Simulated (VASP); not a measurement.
Wanted: the native input for a VASP 6.6.1 run.

| Property | Result |
| --- | --- |
| Task | single point |
| Functional | PBE |
| Potentials or basis | VASP PAW PBE potentials, release 64 (Sc_sv, Ta_pv) |
| Cutoff | 520 eV |
| k mesh | 3 × 3 × 4 |
| Occupations | gaussian, width 0.1 eV |
| Spin | no spin polarisation |
| Dipole correction | no |
| Further INCAR settings | ALGO = Fast; EDIFF = 1e-06; NBANDS = 54 |

The structure of Sc3Ta lies in POSCAR:

```
Sc3Ta
1.0
    6.0667884900      0.0000000000      0.0000000000
   -3.0333942400      5.2539929500      0.0000000000
    0.0000000000      0.0000000000      4.5756177600
Sc Ta
6 2
Direct
    0.3326539400      0.0000000000      0.5000000000
    0.0000000000      0.3326539400      0.5000000000
    0.6673460600      0.6673460600      0.5000000000
    0.6673460600      0.0000000000      0.5000000000
    0.0000000000      0.6673460600      0.5000000000
    0.3326539400      0.3326539400      0.5000000000
    0.0000000000      0.0000000000      0.7040664200
    0.0000000000      0.0000000000      0.2959335800
```

The cell was generated, and may not be a known phase.

One way to write it, as run:

INCAR

```
SYSTEM = Sc3Ta
ALGO = Fast
EDIFF = 1E-6
ENCUT = 520
GGA = PE
ISIF = 2
ISMEAR = 0
LASPH = .TRUE.
LCHARG = .FALSE.
LREAL = .FALSE.
LWAVE = .FALSE.
NBANDS = 54
NELM = 80
PREC = Accurate
SIGMA = 0.1
```

KPOINTS

```
k-points
0
G
  3 3 4
  0 0 0
```

Potentials or basis: VASP PAW PBE potentials, release 64 (Sc_sv, Ta_pv).

Run with:

```bash
$ cat potpaw_PBE.64/Sc_sv/POTCAR potpaw_PBE.64/Ta_pv/POTCAR > POTCAR
$ mpirun -np 1 vasp_std > vasp.out
```

It gave:

* Pressure: 107.2 GPa
* Largest force: 38.117 eV/Å
* Band gap on the k mesh: zero (bands 44 and 45 overlap by 1.09 eV)

Caveat: the k points lie up to 0.40 Å⁻¹ apart, too coarse for converged energies and pressures of a metal; atoms lie so close that the PAW spheres overlap strongly, which falsifies energies and pressures; spin-orbit coupling is left out, which moves the levels of the heavy elements; forces of over 1 eV/Å act on the atoms, so gaps and moduli don't describe the material at rest.

It took 88 s on 1 thread of Intel(R) Xeon(R) 6975P-C (Granite Rapids) (shared host), peak memory 0.3 GiB.
